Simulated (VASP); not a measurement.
# K (Fd-3m) in VASP: single point with PBE

Aim: the single point of K with PBE.

Program: VASP 6.6.1. These are calculated values, not measurements. Logs are shortened: lines on timing, memory, paths and dates and some standing lists are left out, and cuts for length are marked.

### Step 1. The cell of the first run

The structure is cubic, space group Fd-3m (No. 227). Conventional cell: a = 9.611 Å, b = 9.611 Å, c = 9.611 Å, α = 90.00°, β = 90.00°, γ = 90.00°. K (site symmetry -43m) has 4 K at 4.16 Å within 5.5 Å.

This isn't the form of K at room conditions, which is bcc.

### Step 2. Single point, PBE

INCAR

```
SYSTEM = K
PREC = Accurate
ENCUT = 520
EDIFF = 1E-7
ISMEAR = -1
SIGMA = 0.1
LREAL = .FALSE.
LASPH = .TRUE.
NELM = 100
ALGO = Normal
ISIF = 2
LWAVE = .FALSE.
LCHARG = .TRUE.
GGA = PE
LELF = .TRUE.
LVHAR = .TRUE.
NBANDS = 16
```

KPOINTS

```
regular mesh
0
G
  8 8 8
  0 0 0
```

POSCAR

```
K
1.0
    0.0000000000      4.8055537704      4.8055537704
    4.8055537704      0.0000000000      4.8055537704
    4.8055537704      4.8055537704      0.0000000000
K
2
Direct
   -0.1250000000     -0.1250000000     -0.1250000000
    0.1250000000      0.1250000000      0.1250000000
```

Potentials or basis: VASP PAW PBE potentials, release 64 (K_sv).

Command:

```
$ cat potpaw_PBE.64/K_sv/POTCAR > POTCAR
$ mpirun -np 1 vasp_std > vasp.out
```

OUTCAR:

```text
SYSTEM = K
   PREC = Accurate
   ENCUT = 520
   EDIFF = 1E-7
   ISMEAR = -1
   LREAL = .FALSE.
   LASPH = .TRUE.
   NELM = 100
   ISIF = 2
   GGA = PE

 ion  position               nearest neighbor table
   1  0.875  0.875  0.875-
   2  0.125  0.125  0.125-

  LATTYP: Found a face centered cubic cell.
 ALAT       =     9.6111075408

  Lattice vectors:

 A1 = (   0.0000000000,   4.8055537704,   4.8055537704)
 A2 = (   4.8055537704,   0.0000000000,   4.8055537704)
 A3 = (   4.8055537704,   4.8055537704,   0.0000000000)

Analysis of symmetry for initial positions (statically):
=====================================================================
 Subroutine PRICEL returns:
 Original cell was already a primitive cell.

 Routine SETGRP: Setting up the symmetry group for a
 face centered cubic supercell.

 Subroutine GETGRP returns: Found 48 space group operations
 (whereof 12 operations were pure point group operations)
 out of a pool of 48 trial point group operations.

The static configuration has the point symmetry D_3d.
 The point group associated with its full space group is O_h .

Analysis of symmetry for dynamics (positions and initial velocities):
=====================================================================
 Subroutine PRICEL returns:
 Original cell was already a primitive cell.

 Routine SETGRP: Setting up the symmetry group for a
 face centered cubic supercell.

 Subroutine GETGRP returns: Found 48 space group operations
 (whereof 12 operations were pure point group operations)
 out of a pool of 48 trial point group operations.

The dynamic configuration has the point symmetry D_3d.
 The point group associated with its full space group is O_h .

 Subroutine INISYM returns: Found 48 space group operations
 (whereof 12 operations are pure point group operations),
 and found     1 'primitive' translations

----------------------------------------------------------------------------------------

                                     Primitive cell

  volume of cell :     221.9526

  direct lattice vectors                    reciprocal lattice vectors
     0.000000000  4.805553770  4.805553770    -0.104046281  0.104046281  0.104046281
     4.805553770  0.000000000  4.805553770     0.104046281 -0.104046281  0.104046281
     4.805553770  4.805553770  0.000000000     0.104046281  0.104046281 -0.104046281

  length of vectors
     6.796079317  6.796079317  6.796079317     0.180213446  0.180213446  0.180213446

  position of ions in fractional coordinates (direct lattice)
     0.875000000  0.875000000  0.875000000
     0.125000000  0.125000000  0.125000000

  ion indices of the primitive-cell ions
   primitive index   ion index
                 1           1
                 2           2

----------------------------------------------------------------------------------------

 KPOINTS: regular mesh

Automatic generation of k-mesh.
 Grid dimensions read from file:
 generate k-points for:    8    8    8

 Generating k-lattice:

  Cartesian coordinates                     Fractional coordinates (reciprocal lattice)
    -0.013005785  0.013005785  0.013005785     0.125000000  0.000000000  0.000000000
     0.013005785 -0.013005785  0.013005785     0.000000000  0.125000000  0.000000000
     0.013005785  0.013005785 -0.013005785     0.000000000  0.000000000  0.125000000

  Length of vectors
     0.022526681  0.022526681  0.022526681

  Shift w.r.t. Gamma in fractional coordinates (k-lattice)
     0.000000000  0.000000000  0.000000000

 Subroutine IBZKPT returns following result:
 ===========================================

 Found     29 irreducible k-points:

 Following reciprocal coordinates:
            Coordinates               Weight
  0.000000  0.000000  0.000000      1.000000
  0.125000  0.000000  0.000000      8.000000
  0.250000  0.000000  0.000000      8.000000
  0.375000  0.000000  0.000000      8.000000
  0.500000  0.000000  0.000000      4.000000
  0.125000  0.125000  0.000000      6.000000
[... 16 lines left out ...]
  0.500000  0.250000  0.125000     48.000000
 -0.375000  0.250000  0.125000     24.000000
 [... further k-points ...]
   k-points           NKPTS =     29   k-points in BZ     NKDIM =     29   number of bands    NBANDS=     16
   number of dos      NEDOS =    301   number of ions     NIONS =      2
   total plane-waves  NPLWV = 157464
   dimension x,y,z NGX =    54 NGY =   54 NGZ =   54
   dimension x,y,z NGXF=   108 NGYF=  108 NGZF=  108
   ions per type =               2
   NGX,Y,Z   is equivalent  to a cutoff of  13.21, 13.21, 13.21 a.u.
   NGXF,Y,Z  is equivalent  to a cutoff of  26.42, 26.42, 26.42 a.u.
 SYSTEM =  K
   PREC   = accura    normal or accurate (medium, high low for compatibility)
   ISTART =      0    job   : 0-new  1-cont  2-samecut
   ICHARG =      2    charge: 1-file 2-atom 10-const
   ISPIN  =      1    spin polarized calculation?
   LNONCOLLINEAR =      F non collinear calculations
   LSORBIT =      F    spin-orbit coupling
   LASPH  =      T    aspherical Exc in radial PAW
   ENCUT  =  520.0 eV  38.22 Ry    6.18 a.u.  12.64 12.64 12.64*2*pi/ulx,y,z
   NELM   =    100;   NELMIN=  2; NELMDL= -5     # of ELM steps
   EDIFF  = 0.1E-06   stopping-criterion for ELM
   LREAL  =      F    real-space projection
   EDIFFG = 0.1E-05   stopping-criterion for IOM
   NSW    =      0    number of steps for IOM
   IBRION =     -1    ionic relax: 0-MD 1-quasi-New 2-CG
   NFREE  =      0    steps in history (QN), initial steepest desc. (CG)
   ISIF   =      2    stress and relaxation
   ISYM   =      2    0-nonsym 1-usesym 2-fastsym
   POTIM  = 0.5000    time-step for ionic-motion
   TEBEG  =    0.0;   TEEND  =   0.0 temperature during run
   PSTRESS=    0.0 pullay stress
   NELECT =      18.0000    total number of electrons
   NUPDOWN=      -1.0000    fix difference up-down
   EMIN   =  10.00;   EMAX   =-10.00  energy-range for DOS
   EFERMI =   0.00;   METHOD = LEGACY
   ISMEAR =    -1;   SIGMA  =   0.10  broadening in eV -4-tet -1-fermi 0-gaus
   EFERMI_NEDOS =   21; number of points for ismear=-14 and -15
   IALGO  =     38    algorithm
   IMIX   =      4    mixing-type and parameters
     AMIX     =   0.40;   BMIX     =  1.00
     AMIX_MAG =   1.60;   BMIX_MAG =  1.00
  volume/ion in A,a.u.               =     110.98       748.91
  Fermi-wavevector in a.u.,A,eV,Ry     =   0.708618  1.339094  6.832024  0.502140
  Thomas-Fermi vector in A             =   1.794982
   LORBIT       =      0    0 simple, 1 ext, 2 COOP (PROOUT), +10 PAW based schemes
   GGA     = PE    functional components
   LHFCALC =     F    Hartree Fock is set to
   AEXX    =    0.0000 exact exchange contribution
   IVDW    =     0    specifies the selected vdW correction
   LEPSILON=     F    determine dielectric tensor
   LRPA    =     F    only Hartree local field effects (RPA)
 non-spin polarized calculation
  energy-cutoff  :      520.00
  volume of cell :      221.95
 maximum number of plane-waves:      6008
 NGX is ok and might be reduce to    54
   NGX = 25   NGY = 25   NGZ = 25

 number of electron      17.9999999 magnetization

 Free energy of the ion-electron system (eV)
  ---------------------------------------------------
  ext. energy  EPLUGINS =         0.00000000
  ---------------------------------------------------
  free energy    TOTEN  =        -1.52708955 eV

  energy without entropy =       -1.47420869  energy(sigma->0) =       -1.50064912

 E-fermi :  -0.8097     XC(G=0):  -4.6630

 val. band max:       -0.9054151887   @ k =   0.5000   0.0000   0.0000
 cond. band min:      -0.7980736958   @ k =  -0.3750   0.3750   0.0000
 fundamental gap:      0.1073414930
 Fermi energy:        -0.8097474371

 k-point     1 :       0.0000    0.0000    0.0000
  band No.  band energies     occupation
      1     -33.4156      2.00000
      2     -33.4028      2.00000
      3     -16.9174      2.00000
      4     -16.9174      2.00000
      5     -16.9174      2.00000
      6     -16.8587      2.00000
[... 8 lines left out ...]
     15       1.8595      0.00000
     16       1.9436      0.00000

 k-point     2 :       0.1250    0.0000    0.0000
  band No.  band energies     occupation
      1     -33.4152      2.00000
      2     -33.4032      2.00000
      3     -16.9183      2.00000
      4     -16.9183      2.00000
      5     -16.9170      2.00000
      6     -16.8592      2.00000
[... 8 lines left out ...]
     15       1.8931      0.00000
     16       1.9814      0.00000

 k-point     3 :       0.2500    0.0000    0.0000
  band No.  band energies     occupation
      1     -33.4143      2.00000
      2     -33.4042      2.00000
      3     -16.9205      2.00000
      4     -16.9205      2.00000
      5     -16.9163      2.00000
      6     -16.8604      2.00000
[... 8 lines left out ...]
     15       1.7818      0.00000
     16       2.2219      0.00000

 k-point     4 :       0.3750    0.0000    0.0000
  band No.  band energies     occupation
      1     -33.4130      2.00000
      2     -33.4054      2.00000
      3     -16.9225      2.00000
      4     -16.9225      2.00000
      5     -16.9155      2.00000
      6     -16.8616      2.00000
[... 8 lines left out ...]
     15       1.6763      0.00000
     16       2.4775      0.00000
[... 324 lines left out ...]
 k-point    22 :       0.3750    0.2500    0.1250
  band No.  band energies     occupation
      1     -33.4134      2.00000
      2     -33.4051      2.00000
      3     -16.9252      2.00000
      4     -16.9229      2.00000
      5     -16.9097      2.00000
      6     -16.8671      2.00000
[... 8 lines left out ...]
     15       2.0089      0.00000
     16       2.3700      0.00000

 k-point    23 :       0.5000    0.2500    0.1250
  band No.  band energies     occupation
      1     -33.4122      2.00000
      2     -33.4063      2.00000
      3     -16.9278      2.00000
      4     -16.9247      2.00000
      5     -16.9060      2.00000
      6     -16.8709      2.00000
[... 8 lines left out ...]
     15       2.0173      0.00000
     16       2.4582      0.00000

 k-point    24 :      -0.3750    0.2500    0.1250
  band No.  band energies     occupation
      1     -33.4115      2.00000
      2     -33.4070      2.00000
      3     -16.9287      2.00000
      4     -16.9256      2.00000
      5     -16.9043      2.00000
      6     -16.8727      2.00000
[... 8 lines left out ...]
     15       2.1875      0.00000
     16       2.5477      0.00000

 [... further k-points ...]

------------------------ aborting loop because EDIFF is reached ----------------------------------------

  FORCE on cell =-STRESS in cart. coord.  units (eV):
  Direction    XX          YY          ZZ          XY          YZ          ZX
  --------------------------------------------------------------------------------------
  -------------------------------------------------------------------------------------
  Total        0.0003325      0.0003325      0.0003325      0.0000000      0.0000000      0.0000000
  in kB        0.0024000      0.0024000      0.0024000      0.0000000      0.0000000      0.0000000
  external PRESSURE =       0.0024000 kB  Pullay stress =       0.0000000 kB

 VOLUME and BASIS-vectors are now :
 -----------------------------------------------------------------------------
  energy-cutoff  :      520.00
  volume of cell :      221.95
      direct lattice vectors                 reciprocal lattice vectors
     0.000000000  4.805553770  4.805553770    -0.104046281  0.104046281  0.104046281
     4.805553770  0.000000000  4.805553770     0.104046281 -0.104046281  0.104046281
     4.805553770  4.805553770  0.000000000     0.104046281  0.104046281 -0.104046281

 POSITION                                       TOTAL-FORCE (eV/Angst)
 -----------------------------------------------------------------------------------
      8.40972      8.40972      8.40972         0.000000      0.000000      0.000000
      1.20139      1.20139      1.20139        -0.000000     -0.000000     -0.000000
 -----------------------------------------------------------------------------------
    total drift:                               -0.000000      0.000000     -0.000000

  FREE ENERGIE OF THE ION-ELECTRON SYSTEM (eV)
  ---------------------------------------------------
  free  energy   TOTEN  =        -1.5270895539 eV

  energy  without entropy=       -1.4742086917  energy(sigma->0) =       -1.50064912
```

Wall time 3 min (1 thread of Intel Xeon 6975P-C (Granite Rapids), shared host); peak memory 0.42 GiB.

Results:

```
Free energy            : -1.5271 eV
Pressure               : 0.0 GPa
Band gap on the k mesh : zero (bands 9 and 10 overlap by 0.33 eV)
```

Levels at points of the mesh, in eV from the Fermi level:
```csv
k point,band 7,band 8,band 9,band 10,band 11,band 12
"(0.00, 0.00, 0.00)",-16.05,-16.05,-1.66,2.36,2.36,2.36
"(0.50, 0.00, 0.00)",-16.04,-16.04,-0.60,-0.10,2.15,2.15
"(0.50, 0.50, 0.00)",-16.04,-16.04,0.03,0.03,1.42,1.42
```

The gap in the log of VASP goes by the Fermi energy; the results here count the filled bands.